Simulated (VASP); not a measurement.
Runs of VASP 6.6.1 on Mg. The structure is that of space group Im-3m (No. 229), or close to it. The cells are those of the table. This isn't the form of Mg at room conditions, which is hcp.

```tsv
cell	gap on the mesh (eV)	pressure (GPa)
a = 2.957 Å, angles 109.5°, 1 atom	none	5.7
a = 2.875 Å, angles 110.6, 110.6, 107.2°, 1 atom	none	(a)
a = 2.916 Å, angles 108.3, 108.3, 111.8°, 1 atom	none	8.4
a = 2.834 Å, angles 109.5°, 1 atom	none	15.0
```

Alike in all rows: task single point; level PBEsol; potentials or basis VASP PAW PBE potentials, release 64 (Mg); no spin polarisation; k mesh 24 × 24 × 24; cutoff (eV) 520; smearing gaussian 0.15 eV.

Task: Fill in the values left out.

Result: (a) 11.5.

Caveats: the cell stands under pressure; the PAW data sets were made with another functional, which shifts forces and pressure a little.

A gap of «none» marks levels without a gap at the run's occupations.
